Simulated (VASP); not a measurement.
# V: single point with PBE

Crystal: V.

```
V
1.0
     0.00000    2.64438    2.64438
     2.64438    0.00000    2.64438
     2.64438    2.64438    0.00000
V
2
Direct
  0.50000 0.50000 0.50000
  0.75000 0.75000 0.75000
```

- Program: VASP 6.6.1
- Task: single point
- Functional: PBE
- Potentials or basis: VASP PAW PBE potentials, release 64 (V_sv)
- Cutoff: 520 eV
- k mesh: 6 × 6 × 6
- Occupations: gaussian, width 0.1 eV
- Spin: collinear spin, ferromagnetic start
- Starting moments: [0.46, 0.46] μB
- Dipole correction: no
- Further INCAR settings: ALGO = Normal; EDIFF = 1e-07; NBANDS = 24

- Pressure: 0.6 GPa
- Band gap on the k mesh: zero (filled and empty bands overlap)
- Net moment: 0.00 μB per cell
- Valence electrons inside the program's atomic spheres: V 11.83

Levels at points of the mesh, in eV from the Fermi level:
Spin up:
| k point | band 10 | band 11 | band 12 | band 13 | band 14 | band 15 | band 16 | band 17 |
| --- | --- | --- | --- | --- | --- | --- | --- | --- |
| (0.00, 0.00, 0.00) | -1.09 | -1.09 | -0.57 | -0.57 | -0.57 | 1.50 | 1.50 | 1.50 |
| (0.50, 0.00, 0.00) | -1.72 | -1.04 | -1.04 | -0.58 | -0.58 | 0.29 | 2.34 | 2.34 |
| (0.50, 0.50, 0.00) | -2.29 | -0.48 | -0.48 | 0.21 | 0.21 | 1.25 | 1.25 | 3.56 |
Spin down:
```tsv
k point	band 11	band 12	band 13	band 14	band 15	band 16
(0.00, 0.00, 0.00)	-1.09	-0.56	-0.56	-0.56	1.50	1.50
(0.50, 0.00, 0.00)	-1.04	-1.04	-0.57	-0.57	0.29	2.34
(0.50, 0.50, 0.00)	-0.47	-0.47	0.21	0.21	1.25	1.25
```

Wall time 62 s on 1 thread of Intel(R) Xeon(R) 6975P-C (Granite Rapids), with other jobs on the host, peak memory 0.17 GiB.
